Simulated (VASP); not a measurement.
# AgAu (R-3m) in VASP: electric field gradients with LDA

Aim: the electric field gradients of AgAu with LDA.

Everything below comes from runs of VASP 6.6.1. Logs are shortened: lines on timing, memory, paths and dates and some standing lists are left out, and cuts for length are marked.

### Step 1. The cell of the first run

Symmetry: R-3m, No. 166, trigonal system. Conventional cell: a = 2.915 Å, b = 2.915 Å, c = 14.192 Å, α = 90.00°, β = 90.00°, γ = 120.00°. Within 3.8 Å of Ag (site symmetry -3m) lie 6 Au at 2.90 Å and 6 Ag at 2.92 Å. Within 3.8 Å of Au (site symmetry -3m) lie 6 Ag at 2.90 Å and 6 Au at 2.92 Å.

### Step 2. Electric field gradients, LDA (17.41 Å³/atom)

INCAR reads:

```
SYSTEM = AgAu
PREC = Accurate ; ENCUT = 520
EDIFF = 1E-8 ; ISMEAR = -1
SIGMA = 0.05 ; LREAL = .FALSE.
LASPH = .TRUE. ; NELM = 80
ALGO = Normal ; ISIF = 2
LWAVE = .FALSE. ; LCHARG = .FALSE.
LEFG = .TRUE. ; NBANDS = 18
```

KPOINTS reads:

```
Automatic mesh
0
G
  14 14 14
  0 0 0
```

POSCAR reads:

```
AgAu
1.0
    1.4575878671      0.8415387474      4.7306410783
   -1.4575878671      0.8415387474      4.7306410783
    0.0000000000     -1.6830774949      4.7306410783
Ag Au
1 1
Direct
    0.0000000000      0.0000000000      0.0000000000
    0.5000000000      0.5000000000      0.5000000000
```

Potentials or basis: VASP PAW LDA potentials, release 64 (Ag, Au).

Launch:

```bash
cat potpaw_LDA.64/Ag/POTCAR potpaw_LDA.64/Au/POTCAR > POTCAR
mpirun -np 1 vasp_std > vasp.out
```

OUTCAR:

```text
SYSTEM = AgAu
   PREC = Accurate
   ENCUT = 520
   EDIFF = 1E-8
   ISMEAR = -1
   LREAL = .FALSE.
   LASPH = .TRUE.
   NELM = 80
   ISIF = 2

 ion  position               nearest neighbor table
   1  0.000  0.000  0.000-   2 2.90   2 2.90   2 2.90   2 2.90   2 2.90   2 2.90
   2  0.500  0.500  0.500-   1 2.90   1 2.90   1 2.90   1 2.90   1 2.90   1 2.90

  LATTYP: Found a trigonal (rhomboedric) cell.
 ALAT       =     5.0211268522
 COS(alpha) =     0.8314622864

  Lattice vectors:

 A1 = (   1.4575878671,   0.8415387474,   4.7306410783)
 A2 = (  -1.4575878671,   0.8415387474,   4.7306410783)
 A3 = (   0.0000000000,  -1.6830774949,   4.7306410783)

Analysis of symmetry for initial positions (statically):
=====================================================================
 Subroutine PRICEL returns:
 Original cell was already a primitive cell.

 Routine SETGRP: Setting up the symmetry group for a
 trigonal (rhombohedral) supercell.

 Subroutine GETGRP returns: Found 12 space group operations
 (whereof 12 operations were pure point group operations)
 out of a pool of 12 trial point group operations.

The static configuration has the point symmetry D_3d.

Analysis of symmetry for dynamics (positions and initial velocities):
=====================================================================
 Subroutine PRICEL returns:
 Original cell was already a primitive cell.

 Routine SETGRP: Setting up the symmetry group for a
 trigonal (rhombohedral) supercell.

 Subroutine GETGRP returns: Found 12 space group operations
 (whereof 12 operations were pure point group operations)
 out of a pool of 12 trial point group operations.

The dynamic configuration has the point symmetry D_3d.

 Subroutine INISYM returns: Found 12 space group operations
 (whereof 12 operations are pure point group operations),
 and found     1 'primitive' translations

----------------------------------------------------------------------------------------

                                     Primitive cell

  volume of cell :      34.8161

  direct lattice vectors                    reciprocal lattice vectors
     1.457587867  0.841538747  4.730641078     0.343032493  0.198049902  0.070462613
    -1.457587867  0.841538747  4.730641078    -0.343032493  0.198049902  0.070462613
     0.000000000 -1.683077495  4.730641078     0.000000000 -0.396099804  0.070462613

  length of vectors
     5.021126852  5.021126852  5.021126852     0.402318325  0.402318325  0.402318325

  position of ions in fractional coordinates (direct lattice)
     0.000000000  0.000000000  0.000000000
     0.500000000  0.500000000  0.500000000

  ion indices of the primitive-cell ions
   primitive index   ion index
                 1           1
                 2           2

----------------------------------------------------------------------------------------

 KPOINTS: Automatic mesh

Automatic generation of k-mesh.
 Grid dimensions read from file:
 generate k-points for:   14   14   14

 Generating k-lattice:

  Cartesian coordinates                     Fractional coordinates (reciprocal lattice)
     0.024502321  0.014146422  0.005033044     0.071428571  0.000000000  0.000000000
    -0.024502321  0.014146422  0.005033044     0.000000000  0.071428571  0.000000000
     0.000000000 -0.028292843  0.005033044     0.000000000  0.000000000  0.071428571

  Length of vectors
     0.028737023  0.028737023  0.028737023

  Shift w.r.t. Gamma in fractional coordinates (k-lattice)
     0.000000000  0.000000000  0.000000000

 Subroutine IBZKPT returns following result:
 ===========================================

 Found    288 irreducible k-points:

 Following reciprocal coordinates:
            Coordinates               Weight
  0.000000  0.000000  0.000000      1.000000
  0.071429  0.000000  0.000000      6.000000
  0.142857 -0.000000  0.000000      6.000000
  0.214286  0.000000  0.000000      6.000000
  0.285714  0.000000  0.000000      6.000000
  0.357143 -0.000000  0.000000      6.000000
[... 16 lines left out ...]
  0.214286  0.142857  0.000000     12.000000
  0.285714  0.142857  0.000000     12.000000
 [... further k-points ...]
   k-points           NKPTS =    288   k-points in BZ     NKDIM =    288   number of bands    NBANDS=     18
   number of dos      NEDOS =    301   number of ions     NIONS =      2
   total plane-waves  NPLWV =  64000
   dimension x,y,z NGX =    40 NGY =   40 NGZ =   40
   dimension x,y,z NGXF=    80 NGYF=   80 NGZF=   80
   ions per type =               1   1
   NGX,Y,Z   is equivalent  to a cutoff of  13.24, 13.24, 13.24 a.u.
   NGXF,Y,Z  is equivalent  to a cutoff of  26.49, 26.49, 26.49 a.u.
 SYSTEM =  AgAu
   PREC   = accura    normal or accurate (medium, high low for compatibility)
   ISTART =      0    job   : 0-new  1-cont  2-samecut
   ICHARG =      2    charge: 1-file 2-atom 10-const
   ISPIN  =      1    spin polarized calculation?
   LNONCOLLINEAR =      F non collinear calculations
   LSORBIT =      F    spin-orbit coupling
   LASPH  =      T    aspherical Exc in radial PAW
   ENCUT  =  520.0 eV  38.22 Ry    6.18 a.u.   9.34  9.34  9.34*2*pi/ulx,y,z
   NELM   =     80;   NELMIN=  2; NELMDL= -5     # of ELM steps
   EDIFF  = 0.1E-07   stopping-criterion for ELM
   LREAL  =      F    real-space projection
   EDIFFG = 0.1E-06   stopping-criterion for IOM
   NSW    =      0    number of steps for IOM
   IBRION =     -1    ionic relax: 0-MD 1-quasi-New 2-CG
   NFREE  =      0    steps in history (QN), initial steepest desc. (CG)
   ISIF   =      2    stress and relaxation
   ISYM   =      2    0-nonsym 1-usesym 2-fastsym
   POTIM  = 0.5000    time-step for ionic-motion
   TEBEG  =    0.0;   TEEND  =   0.0 temperature during run
   PSTRESS=    0.0 pullay stress
   NELECT =      22.0000    total number of electrons
   NUPDOWN=      -1.0000    fix difference up-down
   EMIN   =  10.00;   EMAX   =-10.00  energy-range for DOS
   EFERMI =   0.00;   METHOD = LEGACY
   ISMEAR =    -1;   SIGMA  =   0.05  broadening in eV -4-tet -1-fermi 0-gaus
   EFERMI_NEDOS =   21; number of points for ismear=-14 and -15
   IALGO  =     38    algorithm
   IMIX   =      4    mixing-type and parameters
     AMIX     =   0.40;   BMIX     =  1.00
     AMIX_MAG =   1.60;   BMIX_MAG =  1.00
  volume/ion in A,a.u.               =      17.41       117.48
  Fermi-wavevector in a.u.,A,eV,Ry     =   1.404825  2.654735 26.851566  1.973534
  Thomas-Fermi vector in A             =   2.527348
   LORBIT       =      0    0 simple, 1 ext, 2 COOP (PROOUT), +10 PAW based schemes
   GGA     = CA    functional components
   LHFCALC =     F    Hartree Fock is set to
   AEXX    =    0.0000 exact exchange contribution
   IVDW    =     0    specifies the selected vdW correction
   LEPSILON=     F    determine dielectric tensor
   LRPA    =     F    only Hartree local field effects (RPA)
 non-spin polarized calculation
  energy-cutoff  :      520.00
  volume of cell :       34.82
 maximum number of plane-waves:       966
 NGX is ok and might be reduce to    40
   NGX = 19   NGY = 19   NGZ = 19

 number of electron      22.0000001 magnetization

 Free energy of the ion-electron system (eV)
  ---------------------------------------------------
  ext. energy  EPLUGINS =         0.00000000
  ---------------------------------------------------
  free energy    TOTEN  =        -8.25015025 eV

  energy without entropy =       -8.24565806  energy(sigma->0) =       -8.24790415

 E-fermi :   8.3674     XC(G=0): -12.6631

 val. band max:        8.3669057010   @ k =  -0.4286   0.2143   0.0714
 cond. band min:       8.3690520574   @ k =  -0.4286   0.4286   0.0714
 fundamental gap:      0.0021463564
 Fermi energy:         8.3674453365

 k-point     1 :       0.0000    0.0000    0.0000
  band No.  band energies     occupation
      1      -0.4441      2.00000
      2       1.8218      2.00000
      3       3.6548      2.00000
      4       3.6548      2.00000
      5       3.7714      2.00000
      6       3.7717      2.00000
[... 10 lines left out ...]
     17      25.4750      0.00000
     18      27.1846      0.00000
[... 463 lines left out ...]
 k-point    24 :       0.2857    0.1429    0.0000
  band No.  band energies     occupation
      1       1.2747      2.00000
      2       2.7653      2.00000
      3       3.1778      2.00000
      4       3.3025      2.00000
      5       3.7976      2.00000
      6       3.9881      2.00000
[... 10 lines left out ...]
     17      23.3350      0.00000
     18      26.2969      0.00000

 [... further k-points ...]

------------------------ aborting loop because EDIFF is reached ----------------------------------------

  FORCE on cell =-STRESS in cart. coord.  units (eV):
  Direction    XX          YY          ZZ          XY          YZ          ZX
  --------------------------------------------------------------------------------------
  -------------------------------------------------------------------------------------
  Total       -1.9189140     -1.9189140     -1.9893346      0.0000000      0.0000000      0.0000000
  in kB      -88.3051386    -88.3051386    -91.5457734      0.0000000      0.0000000      0.0000000
  external PRESSURE =     -89.3853502 kB  Pullay stress =       0.0000000 kB

 VOLUME and BASIS-vectors are now :
 -----------------------------------------------------------------------------
  energy-cutoff  :      520.00
  volume of cell :       34.82
      direct lattice vectors                 reciprocal lattice vectors
     1.457587867  0.841538747  4.730641078     0.343032493  0.198049902  0.070462613
    -1.457587867  0.841538747  4.730641078    -0.343032493  0.198049902  0.070462613
     0.000000000 -1.683077495  4.730641078     0.000000000 -0.396099804  0.070462613

 POSITION                                       TOTAL-FORCE (eV/Angst)
 -----------------------------------------------------------------------------------
      0.00000      0.00000      0.00000         0.000000     -0.000000      0.000000
      0.00000     -0.00000      7.09596        -0.000000      0.000000     -0.000000
 -----------------------------------------------------------------------------------
    total drift:                               -0.000000     -0.000000     -0.000000

  FREE ENERGIE OF THE ION-ELECTRON SYSTEM (eV)
  ---------------------------------------------------
  free  energy   TOTEN  =        -8.2501502499 eV

  energy  without entropy=       -8.2456580584  energy(sigma->0) =       -8.24790415

 Electric field gradients (V/A^2)
---------------------------------------------------------------------
 ion       V_xx      V_yy      V_zz      V_xy      V_xz      V_yz
---------------------------------------------------------------------
   1      11.887    11.887   -23.775    -0.000    -0.000     0.000
   2     -31.352   -31.352    62.703     0.000     0.000     0.000
---------------------------------------------------------------------

 Electric field gradients after diagonalization (V/A^2)
 (convention: |V_zz| > |V_xx| > |V_yy|)
----------------------------------------------------------------------
 ion       V_xx      V_yy      V_zz     asymmetry (V_yy - V_xx)/ V_zz
----------------------------------------------------------------------
   1      11.887    11.887   -23.775       0.000
   2     -31.352   -31.352    62.703       0.000
----------------------------------------------------------------------

           NMR quadrupolar parameters

 Cq : quadrupolar parameter    Cq=e*Q*V_zz/h
 eta: asymmetry parameters     (V_yy - V_xx)/ V_zz
 Q  : nuclear electric quadrupole moment in mb (millibarn)
----------------------------------------------------------------------
 ion       Cq(MHz)       eta       Q (mb)
----------------------------------------------------------------------
   1      -0.057       0.000       1.000
   2       0.152       0.000       1.000
----------------------------------------------------------------------
```

Run time: 5.1 min. Hardware: 1 thread of AMD EPYC 7R13 (Zen 3), shared host; peak memory 0.32 GiB.

What came out:

```yaml
Free_energy: -8.2502 eV
Pressure: -8.9 GPa
Band_gap_on_the_k_mesh: zero (bands 11 and 12 overlap by 5.66 eV)
Largest_electric_field_gradient_by_atom: Ag -23.8; Au +62.7 V/Å²
```

Electric field gradients, principal values (V/Å²):
```tsv
atom	least	middle	greatest (by size)
1 Ag	11.887	11.887	-23.775
2 Au	-31.352	-31.352	62.703
```

Caveat: the cell stands under tension; without QUAD_EFG the Cq values of the log hold for a quadrupole moment of 1 mb, not for the nuclei; spin-orbit coupling is left out, which moves the levels of the heavy elements.
